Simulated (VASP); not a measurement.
Write the native input for VASP 6.6.1 that does the following.

- Task: single point
- Functional: PBE
- Potentials or basis: VASP PAW PBE potentials, release 64 (Pb_d, Se)
- Cutoff: 520 eV
- k mesh: 7 × 7 × 7
- Occupations: fermi-dirac, width 0.05 eV
- Spin: no spin polarisation
- Dipole correction: no
- Further INCAR settings: ALGO = Normal; EDIFF = 1e-06; NBANDS = 17

The structure of PbSe lies in POSCAR:

```
PbSe
1.0
    3.7589231005      0.0000000000      0.0000000000
    0.0000000000      3.7589231005      0.0000000000
    0.0000000000      0.0000000000      3.7589231005
Pb Se
1 1
Direct
    0.0000000000      0.0000000000      0.0000000000
    0.5000000000      0.5000000000      0.5000000000
```

The input as run:

INCAR

```
ALGO = Normal
EDIFF = 1E-6
ENCUT = 520
GGA = PE
ISIF = 2
ISMEAR = -1
LASPH = T
LCHARG = F
LREAL = F
LWAVE = F
NBANDS = 17
NELM = 80
PREC = Accurate
SIGMA = 0.05
```

KPOINTS

```
k-points
0
Gamma
  7 7 7
```

Potentials or basis: VASP PAW PBE potentials, release 64 (Pb_d, Se).

Launch:

```sh
$ cat potpaw_PBE.64/Pb_d/POTCAR potpaw_PBE.64/Se/POTCAR > POTCAR
$ mpirun -np 1 vasp_std > vasp.out
```

It gave:

The pressure is 0.8 GPa and the band gap on the k mesh is zero (band 10 reaches 5.53 eV, above the bottom of band 11 at 5.36 eV).

Caveat: spin-orbit coupling is left out, which moves the levels of the heavy elements.

Run time: 22 s on 1 thread of Intel Xeon 8259CL (shared host), peak memory 0.13 GiB.
